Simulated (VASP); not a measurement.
The system is Si.

```
CELL_PARAMETERS angstrom
0.00000 2.70358 2.70358
2.70358 0.00000 2.70358
2.70358 2.70358 0.00000
ATOMIC_POSITIONS crystal
Si 0.50000 0.50000 0.50000
Si 0.75000 0.75000 0.75000
```

Program: VASP 6.6.1. Alike in all runs: task single point; no spin polarisation; cell as given; k mesh 8 × 8 × 8; smearing fermi-dirac 0.05 eV.

Q: Order these runs on this cell by their pressure, lowest first.
A. level LDA; potentials or basis VASP PAW LDA potentials, release 64 (Si); cutoff (eV) 520
B. level BLYP; potentials or basis VASP PAW PBE potentials, release 64 (Si); cutoff (eV) 520
C. level PBE exchange alone; potentials or basis VASP PAW PBE potentials, release 64 (Si); cutoff (eV) 500
D. level RPBE; potentials or basis VASP PAW PBE potentials, release 64 (Si); cutoff (eV) 520
E. level r2SCAN+rVV10; potentials or basis VASP PAW PBE potentials, release 64 (Si); cutoff (eV) 520

A: A (-0.2 GPa), E (1.4 GPa), D (4.7 GPa), B (6.4 GPa), C (12.5 GPa).

Caveats: the PAW data sets were made with another functional, which shifts forces and pressure a little (some runs).
